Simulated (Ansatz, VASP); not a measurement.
**SnO2 in VASP and in Ansatz**

```
Sn O
1.0
     1.60540    0.92688    4.41036
    -1.60540    0.92688    4.41036
     0.00000   -1.85375    4.41036
Sn O
1 2
Cartesian
  0.0000 0.0000 6.6155
  0.0000 0.0000 3.1945
  0.0000 0.0000 10.0366
```

Alike in both runs: task relaxation of cell and atoms; functional PBEsol; k mesh 12 × 12 × 12; occupations gaussian, width 0.02 eV; no spin polarisation.

```csv
,VASP,Ansatz
version,VASP 6.6.1,Ansatz 0.2.0
potentials or method,"VASP PAW PBE potentials, release 64 (Sn_d, O), cutoff 600 eV","scalar-relativistic, plane waves, PAW"
valence electrons in the cell,26,26
```

|  | VASP | Ansatz | Ansatz less VASP |
| --- | --- | --- | --- |
| gap on the k mesh at the Fermi level, each at its own relaxed structure (eV) | 1.65 | 1.80 | +0.150 |
| relaxed volume (Å³/atom) | 12.95 | 13.13 | +0.173 |
| relaxed length of the cell vector where the two differ most in proportion (Å) | 4.708 | 4.784 | +0.0763 |

VASP's potentials were made for PBE, not for PBEsol, and Ansatz warns of the same on its side.
